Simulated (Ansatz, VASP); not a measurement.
## KI in VASP and in Ansatz

```
K I
1.0
     0.00000    3.57966    3.57966
     3.57966    0.00000    3.57966
     3.57966    3.57966    0.00000
K I
1 1
Direct
  0.00000 0.00000 0.00000
  0.50000 0.50000 0.50000
```

Alike in both runs: task single point; functional r2SCAN; k mesh 6 × 6 × 6; no spin polarisation.

|  | VASP | Ansatz |
| --- | --- | --- |
| version | VASP 6.6.1 | Ansatz 0.2.0 |
| potentials or method | VASP PAW PBE potentials, release 64 (K_sv, I) | plane waves, PAW |
| plane-wave cutoff (eV) | 520 | 500 |
| occupations | gaussian, width 0.01 eV | fixed |
| valence electrons in the cell | 16 | 26 |

|  | VASP | Ansatz | Ansatz less VASP |
| --- | --- | --- | --- |
| gap on the k mesh at the Fermi level (eV) | 4.51 | 4.51 | +0.003 |
| pressure (GPa) | -0.3 | -0.3 | 0.00 |

VASP's potentials were made for PBE, not for r2SCAN. VASP's potentials hold 16 valence electrons a cell and Ansatz's 26, so a difference there can come from the potentials and not from the codes.

Neither program's run includes spin-orbit coupling.
